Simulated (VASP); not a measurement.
Here is a VASP 6.6.1 calculation.

The input INCAR:

```
PREC = Accurate ; ENCUT = 400
EDIFF = 1E-6 ; ISMEAR = 0
SIGMA = 0.1 ; LREAL = F
LASPH = T ; NELM = 120
ALGO = Normal ; ISIF = 2
LWAVE = F ; LCHARG = T
LDIPOL = T ; IDIPOL = 3
DIPOL = 0.5 0.5 0.351 ; GGA = PE
IVDW = 12 ; LELF = T
LVHAR = T ; LVACPOTAV = T
NBANDS = 32 ; GGA_COMPAT = F
NELMDL = -8
```

The input KPOINTS:

```
Automatic mesh
0
Gamma
  9 9 1
```

POSCAR

```
W3S
1.0
    2.8547213223      0.0000000000      0.0000000000
    0.0000000000      2.8547213223      0.0000000000
    0.0000000000      0.0000000000     19.4446428902
W S
3 1
Direct
    0.5000000000      0.5000000000      0.2057121863
    0.0000000000      0.0000000000      0.3071173012
    0.5000000000      0.5000000000      0.4085774645
    1.0000000000      1.0000000000      0.4807371439
```

Potentials or basis: VASP PAW PBE potentials, release 64 (W_sv, S).

The run is started by

```bash
$ cat potpaw_PBE.64/W_sv/POTCAR potpaw_PBE.64/S/POTCAR > POTCAR
$ mpirun -np 1 vasp_std > vasp.out
```

(1) Predict the dispersion energy per atom.

(2) What does it give for the largest force?

(3) What does it give for the band gap on the k mesh?

## Answers

(1) -0.437 eV.

(2) 0.913 eV/Å.

(3) zero (bands 24 and 25 overlap by 1.49 eV).

Caveat: spin-orbit coupling is left out, which moves the levels of the heavy elements.
